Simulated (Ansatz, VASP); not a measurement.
## One calculation of Al, two programs

The input INCAR:

```
PREC = Accurate ; ENCUT = 520
EDIFF = 1E-6 ; ISMEAR = 0
SIGMA = 0.1 ; LREAL = F
LASPH = T ; NELM = 60
ALGO = Fast ; ISIF = 2
LWAVE = F ; LCHARG = F
GGA = PE ; NBANDS = 14
```

File KPOINTS:

```
Automatic mesh
0
Gamma
  6 6 4
```

The input POSCAR:

```
Al
1.0
    3.5772005100      0.0000000000      0.0000000000
   -1.7886002600      3.0979465200      0.0000000000
    0.0000000000      0.0000000000      6.3635794400
Al
4
Direct
    0.3333333300      0.6666666700      0.2113052600
    0.3333333300      0.6666666700      0.7886947400
    0.6666666700      0.3333333300      0.7886947400
    0.6666666700      0.3333333300      0.2113052600
```

Input for Ansatz:

```yaml
crystal:
  lattice:
    - [3.57720051, 0.0, 0.0]
    - [-1.78860026, 3.09794652, 0.0]
    - [0.0, 0.0, 6.36357944]
  atoms:
    - { symbol: Al, position: [0.33333333, 0.66666667, 0.21130526] }
    - { symbol: Al, position: [0.33333333, 0.66666667, 0.78869474] }
    - { symbol: Al, position: [0.66666667, 0.33333333, 0.78869474] }
    - { symbol: Al, position: [0.66666667, 0.33333333, 0.21130526] }
basis:
  ecutwfc: 420
kpoints:
  mp_grid: { grid: [6, 6, 4] }
hamiltonian:
  xc: pbe
scf:
  occupations: { method: gaussian, width: 0.1 }
  lower_state_search: "off"
output:
  forces: true
  stress: true
  eigenvalues: true
```

Alike in both runs: task single point; functional PBE; k mesh 6 × 6 × 4; occupations gaussian, width 0.1 eV; no spin polarisation.

|  | VASP | Ansatz |
| --- | --- | --- |
| version | VASP 6.6.1 | Ansatz 0.2.0 |
| potentials or method | VASP PAW PBE potentials, release 64 (Al), cutoff 520 eV | scalar-relativistic, plane waves, PAW |
| valence electrons in the cell | 12 | 12 |

|  | VASP | Ansatz | Ansatz less VASP |
| --- | --- | --- | --- |
| gap on the k mesh at the Fermi level (eV) | none | none | - |
| rms of the force components (eV/Å) | 0.091 | 0.091 | +0.0001 |

Atom by atom the forces differ by 0.000 eV/Å (rms over components). A gap of «none» marks a metal or a gap that the smearing closes.
